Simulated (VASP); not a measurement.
# Pd (Fm-3m) in VASP: further runs

The runs below take Pd through single point, with PBE.

Everything below comes from runs of VASP 6.6.1. Logs are shortened: lines on timing, memory, paths and dates and some standing lists are left out, and cuts for length are marked.

## 1. The cell of the first run

It takes space group Fm-3m (No. 225, cubic). The conventional cell has a = 3.814 Å, b = 3.814 Å, c = 3.814 Å, α = 90.00°, β = 90.00°, γ = 90.00°. Pd (site symmetry m-3m) has 12 Pd at 2.70 Å within 3.6 Å.

## 2. Single point, PBE

Input file INCAR:

```
SYSTEM = Pd
PREC     = Accurate       ! precision mode
ENCUT    = 520            ! plane-wave cutoff, eV
EDIFF    = 1E-6           ! SCF threshold, eV
ISMEAR   = 0              ! smearing method
SIGMA    = 0.1            ! smearing width, eV
LREAL    = .FALSE.        ! projectors in reciprocal space
LASPH    = .TRUE.         ! aspherical terms in the spheres
NELM     = 100            ! most SCF steps
ALGO     = Normal         ! electronic algorithm
ISIF     = 2              ! what is computed and relaxed
LWAVE    = .FALSE.        ! write WAVECAR
LCHARG   = .TRUE.         ! write CHGCAR
GGA      = PE             ! functional
LELF     = .TRUE.         ! ELF
LVHAR    = .TRUE.       
NBANDS   = 11             ! bands
```

Input file KPOINTS:

```
Automatic mesh
0
G
  10 10 10
  0 0 0
```

Input file POSCAR:

```
Pd
1.0
    0.0000000000      1.9067643606      1.9067643606
    1.9067643606      0.0000000000      1.9067643606
    1.9067643606      1.9067643606      0.0000000000
Pd
1
Direct
    0.0000000000      0.0000000000      0.0000000000
```

Potentials or basis: VASP PAW PBE potentials, release 64 (Pd).

Command:

```bash
$ cat potpaw_PBE.64/Pd/POTCAR > POTCAR
$ mpirun -np 1 vasp_std > vasp.out
```

OUTCAR:

```text
SYSTEM = Pd
   PREC = Accurate
   ENCUT = 520
   EDIFF = 1E-6
   ISMEAR = 0
   LREAL = .FALSE.
   LASPH = .TRUE.
   NELM = 100
   ISIF = 2
   GGA = PE

 ion  position               nearest neighbor table
   1  0.000  0.000  0.000-

  LATTYP: Found a face centered cubic cell.
 ALAT       =     3.8135287212

  Lattice vectors:

 A1 = (   0.0000000000,   1.9067643606,   1.9067643606)
 A2 = (   1.9067643606,   0.0000000000,   1.9067643606)
 A3 = (   1.9067643606,   1.9067643606,   0.0000000000)

Analysis of symmetry for initial positions (statically):
=====================================================================
 Subroutine PRICEL returns:
 Original cell was already a primitive cell.

 Routine SETGRP: Setting up the symmetry group for a
 face centered cubic supercell.

 Subroutine GETGRP returns: Found 48 space group operations
 (whereof 48 operations were pure point group operations)
 out of a pool of 48 trial point group operations.

The static configuration has the point symmetry O_h .

Analysis of symmetry for dynamics (positions and initial velocities):
=====================================================================
 Subroutine PRICEL returns:
 Original cell was already a primitive cell.

 Routine SETGRP: Setting up the symmetry group for a
 face centered cubic supercell.

 Subroutine GETGRP returns: Found 48 space group operations
 (whereof 48 operations were pure point group operations)
 out of a pool of 48 trial point group operations.

The dynamic configuration has the point symmetry O_h .

 Subroutine INISYM returns: Found 48 space group operations
 (whereof 48 operations are pure point group operations),
 and found     1 'primitive' translations

----------------------------------------------------------------------------------------

                                     Primitive cell

  volume of cell :      13.8650

  direct lattice vectors                    reciprocal lattice vectors
     0.000000000  1.906764361  1.906764361    -0.262224326  0.262224326  0.262224326
     1.906764361  0.000000000  1.906764361     0.262224326 -0.262224326  0.262224326
     1.906764361  1.906764361  0.000000000     0.262224326  0.262224326 -0.262224326

  length of vectors
     2.696572019  2.696572019  2.696572019     0.454185856  0.454185856  0.454185856

  position of ions in fractional coordinates (direct lattice)
     0.000000000  0.000000000  0.000000000

  ion indices of the primitive-cell ions
   primitive index   ion index
                 1           1

----------------------------------------------------------------------------------------

 KPOINTS: Automatic mesh

Automatic generation of k-mesh.
 Grid dimensions read from file:
 generate k-points for:   10   10   10

 Generating k-lattice:

  Cartesian coordinates                     Fractional coordinates (reciprocal lattice)
    -0.026222433  0.026222433  0.026222433     0.100000000  0.000000000  0.000000000
     0.026222433 -0.026222433  0.026222433     0.000000000  0.100000000  0.000000000
     0.026222433  0.026222433 -0.026222433     0.000000000  0.000000000  0.100000000

  Length of vectors
     0.045418586  0.045418586  0.045418586

  Shift w.r.t. Gamma in fractional coordinates (k-lattice)
     0.000000000  0.000000000  0.000000000

 Subroutine IBZKPT returns following result:
 ===========================================

 Found     47 irreducible k-points:

 Following reciprocal coordinates:
            Coordinates               Weight
  0.000000  0.000000  0.000000      1.000000
  0.100000  0.000000  0.000000      8.000000
  0.200000  0.000000  0.000000      8.000000
  0.300000  0.000000  0.000000      8.000000
  0.400000  0.000000  0.000000      8.000000
  0.500000  0.000000  0.000000      4.000000
[... 16 lines left out ...]
  0.300000  0.300000  0.000000      6.000000
  0.400000  0.300000  0.000000     24.000000
 [... further k-points ...]
   k-points           NKPTS =     47   k-points in BZ     NKDIM =     47   number of bands    NBANDS=     11
   number of dos      NEDOS =    301   number of ions     NIONS =      1
   total plane-waves  NPLWV =   8000
   dimension x,y,z NGX =    20 NGY =   20 NGZ =   20
   dimension x,y,z NGXF=    40 NGYF=   40 NGZF=   40
   ions per type =               1
   NGX,Y,Z   is equivalent  to a cutoff of  12.33, 12.33, 12.33 a.u.
   NGXF,Y,Z  is equivalent  to a cutoff of  24.66, 24.66, 24.66 a.u.
 SYSTEM =  Pd
   PREC   = accura    normal or accurate (medium, high low for compatibility)
   ISTART =      0    job   : 0-new  1-cont  2-samecut
   ICHARG =      2    charge: 1-file 2-atom 10-const
   ISPIN  =      1    spin polarized calculation?
   LNONCOLLINEAR =      F non collinear calculations
   LSORBIT =      F    spin-orbit coupling
   LASPH  =      T    aspherical Exc in radial PAW
   ENCUT  =  520.0 eV  38.22 Ry    6.18 a.u.   5.01  5.01  5.01*2*pi/ulx,y,z
   NELM   =    100;   NELMIN=  2; NELMDL= -5     # of ELM steps
   EDIFF  = 0.1E-05   stopping-criterion for ELM
   LREAL  =      F    real-space projection
   EDIFFG = 0.1E-04   stopping-criterion for IOM
   NSW    =      0    number of steps for IOM
   IBRION =     -1    ionic relax: 0-MD 1-quasi-New 2-CG
   NFREE  =      0    steps in history (QN), initial steepest desc. (CG)
   ISIF   =      2    stress and relaxation
   ISYM   =      2    0-nonsym 1-usesym 2-fastsym
   POTIM  = 0.5000    time-step for ionic-motion
   TEBEG  =    0.0;   TEEND  =   0.0 temperature during run
   PSTRESS=    0.0 pullay stress
   NELECT =      10.0000    total number of electrons
   NUPDOWN=      -1.0000    fix difference up-down
   EMIN   =  10.00;   EMAX   =-10.00  energy-range for DOS
   EFERMI =   0.00;   METHOD = LEGACY
   ISMEAR =     0;   SIGMA  =   0.10  broadening in eV -4-tet -1-fermi 0-gaus
   EFERMI_NEDOS =   21; number of points for ismear=-14 and -15
   IALGO  =     38    algorithm
   IMIX   =      4    mixing-type and parameters
     AMIX     =   0.40;   BMIX     =  1.00
     AMIX_MAG =   1.60;   BMIX_MAG =  1.00
  volume/ion in A,a.u.               =      13.87        93.57
  Fermi-wavevector in a.u.,A,eV,Ry     =   1.468141  2.774384 29.326520  2.155438
  Thomas-Fermi vector in A             =   2.583674
   LORBIT       =      0    0 simple, 1 ext, 2 COOP (PROOUT), +10 PAW based schemes
   GGA     = PE    functional components
   LHFCALC =     F    Hartree Fock is set to
   AEXX    =    0.0000 exact exchange contribution
   IVDW    =     0    specifies the selected vdW correction
   LEPSILON=     F    determine dielectric tensor
   LRPA    =     F    only Hartree local field effects (RPA)
 non-spin polarized calculation
 Gauss-broadening in eV      SIGMA  =   0.10
  energy-cutoff  :      520.00
  volume of cell :       13.87
 maximum number of plane-waves:       388
   NGX =  9   NGY =  9   NGZ =  9

 number of electron      10.0000004 magnetization

 Free energy of the ion-electron system (eV)
  ---------------------------------------------------
  ext. energy  EPLUGINS =         0.00000000
  ---------------------------------------------------
  free energy    TOTEN  =        -5.14862919 eV

  energy without entropy =       -5.14121221  energy(sigma->0) =       -5.14492070

 E-fermi :  10.8905     XC(G=0): -13.5737

 val. band max:       10.8797771871   @ k =  -0.4000   0.4000   0.0000
 cond. band min:      10.9248130837   @ k =   0.5000   0.2000   0.0000
 fundamental gap:      0.0450358966
 Fermi energy:        10.8905045678

 k-point     1 :       0.0000    0.0000    0.0000
  band No.  band energies     occupation
      1       3.2363      2.00000
      2       7.7407      2.00000
      3       7.7407      2.00000
      4       7.7407      2.00000
      5       9.5226      2.00000
      6       9.5226      2.00000
      7      28.0690      0.00000
      8      33.2032      0.00000
      9      33.2032      0.00000
     10      33.2032      0.00000
     11      36.8752      0.00000

 k-point     2 :       0.1000    0.0000    0.0000
  band No.  band energies     occupation
      1       3.6131      2.00000
      2       7.6079      2.00000
      3       7.8702      2.00000
      4       7.8702      2.00000
      5       9.4635      2.00000
      6       9.4635      2.00000
      7      28.4849      0.00000
      8      31.2134      0.00000
      9      33.6768      0.00000
     10      33.6768      0.00000
     11      36.9116      0.00000

 k-point     3 :       0.2000    0.0000    0.0000
  band No.  band energies     occupation
      1       4.5497      2.00000
      2       7.4802      2.00000
      3       8.0671      2.00000
      4       8.0671      2.00000
      5       9.4971      2.00000
      6       9.4971      2.00000
      7      27.6396      0.00000
      8      29.4177      0.00000
      9      34.8540      0.00000
     10      34.8540      0.00000
     11      36.9813      0.00000

 k-point     4 :       0.3000    0.0000    0.0000
  band No.  band energies     occupation
      1       5.1845      2.00000
      2       7.9784      2.00000
      3       7.9784      2.00000
      4       8.3254      2.00000
      5       9.9710      2.00000
      6       9.9710      2.00000
      7      24.0934      0.00000
      8      28.8313      0.00000
      9      35.0615      0.00000
     10      35.0615      0.00000
     11      37.6458      0.00000
[... 239 lines left out ...]
 k-point    22 :      -0.2000    0.2000    0.0000
  band No.  band energies     occupation
      1       6.1378      2.00000
      2       6.9549      2.00000
      3       7.8243      2.00000
      4       8.7469      2.00000
      5       8.9240      2.00000
      6      11.5708      0.00000
      7      25.7183      0.00000
      8      26.7652      0.00000
      9      31.8603      0.00000
     10      34.4078      0.00000
     11      36.1533      0.00000

 k-point    23 :       0.3000    0.3000    0.0000
  band No.  band energies     occupation
      1       5.5962      2.00000
      2       5.9994      2.00000
      3       9.6172      2.00000
      4       9.6910      2.00000
      5       9.6910      2.00000
      6      10.3471      2.00000
      7      28.0666      0.00000
      8      28.0666      0.00000
      9      28.4512      0.00000
     10      31.8695      0.00000
     11      33.9807      0.00000

 k-point    24 :       0.4000    0.3000    0.0000
  band No.  band energies     occupation
      1       5.5591      2.00000
      2       5.8455      2.00000
      3       9.2780      2.00000
      4       9.8212      2.00000
      5      10.7827      1.87276
      6      11.9626      0.00000
      7      25.0526      0.00000
      8      26.7561      0.00000
      9      27.0061      0.00000
     10      32.4713      0.00000
     11      34.9227      0.00000

 [... further k-points ...]
[... 5 lines left out ...]
  --------------------------------------------------------------------------------------
  -------------------------------------------------------------------------------------
  Total        1.8597024      1.8597024      1.8597024      0.0000000      0.0000000     -0.0000000
  in kB      214.8982945    214.8982945    214.8982945      0.0000000      0.0000000     -0.0000000
  external PRESSURE =     214.8982945 kB  Pullay stress =       0.0000000 kB

 VOLUME and BASIS-vectors are now :
 -----------------------------------------------------------------------------
  energy-cutoff  :      520.00
  volume of cell :       13.87
      direct lattice vectors                 reciprocal lattice vectors
     0.000000000  1.906764361  1.906764361    -0.262224326  0.262224326  0.262224326
     1.906764361  0.000000000  1.906764361     0.262224326 -0.262224326  0.262224326
     1.906764361  1.906764361  0.000000000     0.262224326  0.262224326 -0.262224326

 POSITION                                       TOTAL-FORCE (eV/Angst)
 -----------------------------------------------------------------------------------
      0.00000      0.00000      0.00000         0.000000      0.000000      0.000000
 -----------------------------------------------------------------------------------
    total drift:                                0.000000     -0.000000     -0.000000

  FREE ENERGIE OF THE ION-ELECTRON SYSTEM (eV)
  ---------------------------------------------------
  free  energy   TOTEN  =        -5.1486291944 eV

  energy  without entropy=       -5.1412122145  energy(sigma->0) =       -5.14492070
```

Run time: 11 s. Hardware: 1 thread of Intel Xeon 6975P-C, shared host; peak memory 0.12 GiB.

What came out:

```
Free energy            : -5.1486 eV
Pressure               : 21.5 GPa
Band gap on the k mesh : zero (band 5 reaches 11.21 eV, above the bottom of band 6 at 9.46 eV)
```

## 3. Single point, PBE

This run uses another cell than the first one, of 14.31 Å³/atom, 1.032 times its volume.

Input file INCAR:

```
PREC = Accurate
ENCUT = 520
EDIFF = 1E-6
ISMEAR = 0
SIGMA = 0.1
LREAL = F
LASPH = T
NELM = 60
ALGO = Normal
ISIF = 2
LWAVE = F
LCHARG = T
GGA = PE
LELF = T
LVHAR = T
NBANDS = 11
```

Input file KPOINTS:

```
Automatic mesh
0
Gamma
  10 10 10
```

Input file POSCAR:

```
Pd
1.0
    0.0000000000      1.9268370395      1.9268370395
    1.9268370395      0.0000000000      1.9268370395
    1.9268370395      1.9268370395      0.0000000000
Pd
1
Direct
    0.0000000000      0.0000000000      0.0000000000
```

Potentials or basis: VASP PAW PBE potentials, release 64 (Pd).

Command:

```bash
$ cat potpaw_PBE.64/Pd/POTCAR > POTCAR
$ mpirun -np 1 vasp_std > vasp.out
```

It took 11 s on 1 thread of Intel Xeon 6975P-C, shared host; peak memory 0.13 GiB.

Results (log left out):

| Property | Result |
| --- | --- |
| Free energy | -5.1966 eV |
| Pressure | 13.3 GPa |
| Band gap on the k mesh | zero (band 5 reaches 10.63 eV, above the bottom of band 6 at 8.97 eV) |

Levels at points of the mesh, in eV from the Fermi level:
```
           k point  band 1  band 2  band 3  band 4  band 5  band 6  band 7  band 8  band 9  band 10
(0.00, 0.00, 0.00)   -7.40   -2.99   -2.99   -2.99   -1.30   -1.30   17.19   22.14   22.14    22.14
(0.50, 0.00, 0.00)   -5.55   -3.04   -3.04   -0.03   -0.03    0.93    7.56   16.55   21.39    21.39
(0.50, 0.50, 0.00)   -5.67   -5.37   -0.06    0.30    0.30    3.33   11.08   13.36   13.36    22.01
```
